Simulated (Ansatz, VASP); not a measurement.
# One calculation of Sn, two programs

INCAR

```
PREC = Accurate ; ENCUT = 520
EDIFF = 1E-7 ; ISMEAR = -1
SIGMA = 0.02 ; LREAL = False
LASPH = True ; NELM = 80
ALGO = Normal ; ISIF = 2
LWAVE = False ; LCHARG = True
GGA = PE ; LELF = True
LVHAR = True ; NBANDS = 21
```

The input KPOINTS:

```
regular mesh
0
Gamma
  6 6 6
```

POSCAR

```
Sn
1.0
    0.0000000000      3.2480022753      3.2480022753
    3.2480022753      0.0000000000      3.2480022753
    3.2480022753      3.2480022753      0.0000000000
Sn
2
Direct
    0.0000000000      0.0000000000      0.0000000000
    0.2500000000      0.2500000000      0.2500000000
```

Input for Ansatz:

```yaml
crystal:
  lattice:
    - [0.0, 3.2480022753, 3.2480022753]
    - [3.2480022753, 0.0, 3.2480022753]
    - [3.2480022753, 3.2480022753, 0.0]
  atoms:
    - { symbol: Sn, position: [0.0, 0.0, 0.0] }
    - { symbol: Sn, position: [0.25, 0.25, 0.25] }
kpoints:
  mp_grid: { grid: [6, 6, 6] }
  band_path:
    path:
      - [0.0, 0.0, 0.0]
      - [0.5, 0.0, 0.5]
      - [0.625, 0.25, 0.625]
      - [0.375, 0.375, 0.75]
      - [0.5, 0.5, 0.5]
      - [0.5, 0.25, 0.75]
    npoints: 1
hamiltonian:
  xc: pbe
scf:
  occupations: { method: fermi_dirac, width: 0.02 }
  n_extra_bands: 4
output:
  forces: true
  stress: true
  eigenvalues: true
```

Change from the starting cell: hydrostatic strain -1.1%.

Alike in both runs: task single point; functional PBE; k mesh 6 × 6 × 6; occupations fermi-dirac, width 0.02 eV; no spin polarisation.

|  | VASP | Ansatz |
| --- | --- | --- |
| version | VASP 6.6.1 | Ansatz 0.2.0 |
| potentials or method | VASP PAW PBE potentials, release 64 (Sn_d) | plane waves, PAW |
| plane-wave cutoff (eV) | 520 | 420 |
| valence electrons in the cell | 28 | 28 |

|  | VASP | Ansatz | Ansatz less VASP |
| --- | --- | --- | --- |
| pressure (GPa) | 3.1 | 3.2 | +0.06 |
